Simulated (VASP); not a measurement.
Input of a VASP 6.6.1 run:

Contents of POSCAR:

```
LaAgS2
1.0
    4.1300216886      0.0000000000      0.0000000000
    0.0000000000      4.1300216886      0.0000000000
    0.0000000000      0.0000000000      5.6048983260
Ag S La
1 2 1
Direct
    0.0000000000      0.0000000000      0.0000000000
    0.0000000000      0.0000000000      0.5000000000
    0.5000000000      0.5000000000      0.0000000000
    0.5000000000      0.5000000000      0.5000000000
```

File INCAR.step1:

```
PREC = Accurate
ENCUT = 400
EDIFF = 1E-5
ISMEAR = -1
SIGMA = 0.02
LREAL = False
LASPH = True
NELM = 200
ALGO = Normal
ISIF = 2
LWAVE = True
LCHARG = False
NBANDS = 25
GGA = PE
GGA_COMPAT = False
LMAXMIX = 6
```

Contents of INCAR.step2:

```
PREC = Accurate
ENCUT = 400
EDIFF = 1E-6
ISMEAR = -1
SIGMA = 0.02
LREAL = False
LASPH = True
NELM = 200
ALGO = Normal
ISIF = 2
LWAVE = False
LCHARG = False
GGA = PE
LHFCALC = True
HFSCREEN = 0.2079
PRECFOCK = Normal
NBANDS = 25
ISTART = 1
GGA_COMPAT = False
LMAXMIX = 6
```

File KPOINTS:

```
Automatic mesh
0
Gamma
  4 4 2
```

Potentials or basis: VASP PAW PBE potentials, release 64 (Ag, S, La).

Run with:

```sh
$ cat potpaw_PBE.64/Ag/POTCAR potpaw_PBE.64/S/POTCAR potpaw_PBE.64/La/POTCAR > POTCAR
$ cp INCAR.step1 INCAR
$ mpirun -np 1 vasp_std > vasp.out
$ cp INCAR.step2 INCAR
$ mpirun -np 1 vasp_std > vasp.out
```

(1) Estimate the pressure.

(2) Predict the band gap on the k mesh.

## Answers

(1) 0.3 GPa.

(2) 0.28 eV (least direct gap 1.81 eV).

Caveat: the k points lie up to 0.56 Å⁻¹ apart; the PAW data sets were made with another functional, which shifts forces and pressure a little; spin-orbit coupling is left out, which moves the levels of the heavy elements.
